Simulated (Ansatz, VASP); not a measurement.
Two plane-wave programs on Al2P3

```
CELL_PARAMETERS angstrom
-0.00012 -3.33554 0.75759
-6.40029 -0.00100 -0.00705
0.00182 1.58077 -8.45336
ATOMIC_POSITIONS crystal
Al 0.05614 0.00785 0.30645
Al 0.05589 0.49214 0.30622
Al 0.94379 0.99217 0.69355
Al 0.94403 0.50785 0.69379
P 0.83272 0.75027 0.08335
P 0.43650 0.25002 0.18675
P 0.56351 0.74998 0.81325
P 0.16744 0.24974 0.91665
P 0.68797 0.74990 0.43819
P 0.31202 0.25008 0.56180
```

Change from the starting cell: cell x2, atoms moved at random (sigma 0.05 Å) and cell strained at random (1.5 %), then relaxed without symmetry.

Alike in both runs: functional PBE; k mesh 6 × 4 × 4; occupations gaussian, width 0.2 eV; no spin polarisation.

Ansatz relaxed the structure, and its values are those at the end. VASP's run is a single point on that final structure, the one shown.

|  | VASP | Ansatz |
| --- | --- | --- |
| version | VASP 6.6.1 | Ansatz 0.2.0 |
| potentials or method | VASP PAW PBE potentials, release 64 (Al, P), cutoff 520 eV | scalar-relativistic, plane waves, PAW |
| valence electrons in the cell | 42 | 42 |

Ansatz gave:

- gap on the k mesh at the Fermi level (eV): none
- pressure (GPa): 0.0
- rms of the force components (eV/Å): 0.007

Q: Estimate VASP's values.

A: gap on the k mesh at the Fermi level (eV): none; pressure (GPa): -0.2; rms of the force components (eV/Å): 0.022.

A gap of «none» marks a metal or a gap that the smearing closes.
